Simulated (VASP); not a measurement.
Crystal: CuO.

```
CELL_PARAMETERS angstrom
2.34185 -1.71130 0.00000
2.34185 1.71130 0.00000
-0.85003 0.00000 5.05787
ATOMIC_POSITIONS crystal
Cu 0.50000 0.00000 0.50000
Cu 0.00000 0.50000 0.00000
O 0.41840 0.58160 0.75000
O 0.58160 0.41840 0.25000
```

| Property | Result |
| --- | --- |
| Program | VASP 6.6.1 |
| Task | relaxation of cell and atoms |
| Functional | PBEsol |
| Potentials or basis | VASP PAW PBE potentials, release 64 (Cu, O) |
| Cutoff | 600 eV |
| k mesh | 10 × 10 × 5 |
| Occupations | fermi-dirac, width 0.05 eV |
| Spin | no spin polarisation |

At the start: pressure -2.1 GPa; volume 10.13 Å³/atom.

Task: Where does the relaxation end?

Result: Over 28 steps the energy falls by 31.3 meV/atom and the volume is 10.68 Å³/atom (+5.4 %); space group C2/c (No. 15, to 0.1 Å) before, Cccm (No. 66, to 0.1 Å).

Step by step:
```csv
step,energy change (eV),largest force (eV/Å),pressure (GPa),volume (Å³)
1,0.0000,0.3213,-2.14,40.54
2,-0.0122,0.1595,2.27,39.75
3,-0.0124,0.1768,1.81,39.83
4,-0.0228,0.1028,1.29,40.11
5,-0.0319,0.0501,0.50,40.65
6,-0.0430,0.0030,-0.37,41.04
7,-0.0641,0.1126,-2.66,42.15
8,-0.0597,0.2408,-6.62,44.22
9,-0.0698,0.1488,-3.83,42.76
10,-0.0759,0.1493,-3.38,42.75
11,-0.0904,0.1529,-2.08,42.69
12,-0.1027,0.1740,0.50,42.51
13,-0.1074,0.1482,0.29,42.58
14,-0.1164,0.0658,-0.40,42.77
15,-0.1088,0.1186,-1.95,43.08
16,-0.1179,0.0149,-0.77,42.86
17,-0.1193,0.0091,0.00,42.65
18,-0.1195,0.0051,0.53,42.51
19,-0.1203,0.0204,0.28,42.54
20,-0.1206,0.0377,-0.03,42.58
21,-0.1206,0.0345,0.00,42.58
22,-0.1211,0.0368,0.02,42.59
23,-0.1223,0.0431,0.02,42.63
24,-0.1238,0.0570,-0.02,42.71
25,-0.1230,0.0889,-0.24,42.83
26,-0.1241,0.0676,-0.09,42.75
27,-0.1247,0.0402,-0.06,42.74
28,-0.1250,0.0068,-0.01,42.73
```

Final structure:
```yaml
crystal:
  lattice:
    - [2.09142, -1.99814, 0.15042]
    - [2.09142, 1.99814, 0.15042]
    - [-0.42116, 0.00000, 5.08260]
  atoms:
    - { symbol: Cu, position: [0.50000, 0.00000, 0.50000] }
    - { symbol: Cu, position: [0.00000, 0.50000, 0.00000] }
    - { symbol: O, position: [0.49652, 0.50348, 0.75000] }
    - { symbol: O, position: [0.50348, 0.49652, 0.25000] }
```

Caveat: the PAW data sets were made with another functional, which shifts forces and pressure a little.
